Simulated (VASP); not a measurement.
Wanted: the native input for a VASP 6.6.1 run.

```
Task                   : single point
Functional             : PBE
Potentials or basis    : VASP PAW PBE potentials, release 64 (Ba_sv, Zr_sv, O_h)
Cutoff                 : 1340 eV
k mesh                 : 4 × 4 × 4
Occupations            : gaussian, width 0.1 eV
Spin                   : no spin polarisation
Dipole correction      : no
Further INCAR settings : ALGO = Normal; EDIFF = 1e-06; NBANDS = 28
```

The structure of BaZrO3 lies in POSCAR:

```
BaZrO3
1.0
    4.1796706600      0.0000000000      0.0000000000
    0.0000000000      4.1796706600      0.0000000000
    0.0000000000      0.0000000000      4.2778199400
Ba Zr O
1 1 3
Direct
    0.0000000000      0.0000000000      0.8586872600
    0.5000000000      0.5000000000      0.6651683000
    0.0000000000      0.5000000000      0.4037969700
    0.5000000000      0.0000000000      0.4037969700
    0.5000000000      0.5000000000      0.1685505100
```

The input as run:

INCAR

```
SYSTEM = BaZrO3
ALGO = Normal
EDIFF = 1E-6
ENCUT = 1340
GGA = PE
GGA_COMPAT = .FALSE.
ISIF = 2
ISMEAR = 0
LASPH = .TRUE.
LCHARG = .TRUE.
LELF = .TRUE.
LREAL = .FALSE.
LVHAR = .TRUE.
LWAVE = .FALSE.
NBANDS = 28
NELM = 120
PREC = Accurate
SIGMA = 0.1
```

KPOINTS

```
k-points
0
G
  4 4 4
  0 0 0
```

Potentials or basis: VASP PAW PBE potentials, release 64 (Ba_sv, Zr_sv, O_h).

The run is started by

```sh
$ cat potpaw_PBE.64/Ba_sv/POTCAR potpaw_PBE.64/Zr_sv/POTCAR potpaw_PBE.64/O_h/POTCAR > POTCAR
$ mpirun -np 1 vasp_std > vasp.out
```

Results of the run:

| Item | Value |
| --- | --- |
| Pressure | -0.9 GPa |
| Largest force | 6.255 eV/Å |
| Band gap on the k mesh | zero (bands 20 and 21 overlap by 0.30 eV) |

Caveat: the k points lie up to 0.38 Å⁻¹ apart; spin-orbit coupling is left out, which moves the levels of the heavy elements; forces of over 1 eV/Å act on the atoms, so gaps and moduli don't describe the material at rest.

It took 120 s on 1 thread of AMD EPYC 7R13 Processor (Zen 3), with other jobs on the host, peak memory 0.42 GiB.
